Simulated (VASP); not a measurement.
Here is a VASP 6.6.1 calculation.

The input INCAR:

```
SYSTEM = Sn
ALGO = Normal
EDIFF = 1E-6
EDIFFG = -0.008
ENCUT = 600
GGA = PS
IBRION = 2
ISIF = 3
ISMEAR = 0
LASPH = .True.
LCHARG = .False.
LREAL = .False.
LWAVE = .False.
NELM = 60
NSW = 70
PREC = Accurate
PSTRESS = 100.0
SIGMA = 0.1
```

Contents of KPOINTS:

```
k-points
0
Gamma
  12 12 12
  0 0 0
```

POSCAR

```
Sn
1.0
    0.0000000000      3.0901263915      3.0901263915
    3.0901263915      0.0000000000      3.0901263915
    3.0901263915      3.0901263915      0.0000000000
Sn
2
Direct
    0.0000000000      0.0000000000      0.0000000000
    0.2500000000      0.2500000000      0.2500000000
```

Potentials or basis: VASP PAW PBE potentials, release 64 (Sn_d).

Launch:

```console
$ cat potpaw_PBE.64/Sn_d/POTCAR > POTCAR
$ mpirun -np 1 vasp_std > vasp.out
```

Problem. What does it give for the relaxed cell?

Solution. a = 4.381 Å, b = 4.381 Å, c = 4.381 Å, α = 60.00°, β = 60.00°, γ = 60.00°.

Problem. Estimate the relaxed volume.

Solution. 29.72 Å³/atom.

Problem. Estimate the band gap on the k mesh.

Solution. 0.15 eV, indirect (least direct gap 0.22 eV).

Final structure:
```yaml
crystal:
  lattice:
    - [0.00000, 3.09755, 3.09755]
    - [3.09755, 0.00000, 3.09755]
    - [3.09755, 3.09755, 0.00000]
  atoms:
    - { symbol: Sn, position: [0.00000, 0.00000, 0.00000] }
    - { symbol: Sn, position: [0.25000, 0.25000, 0.25000] }
```

Caveat: the cell is relaxed towards a set pressure, so the enthalpy falls and the energy may rise; the PAW data sets were made with another functional, which shifts forces and pressure a little; spin-orbit coupling is left out, which moves the levels of the heavy elements. A k mesh can miss the band edges.
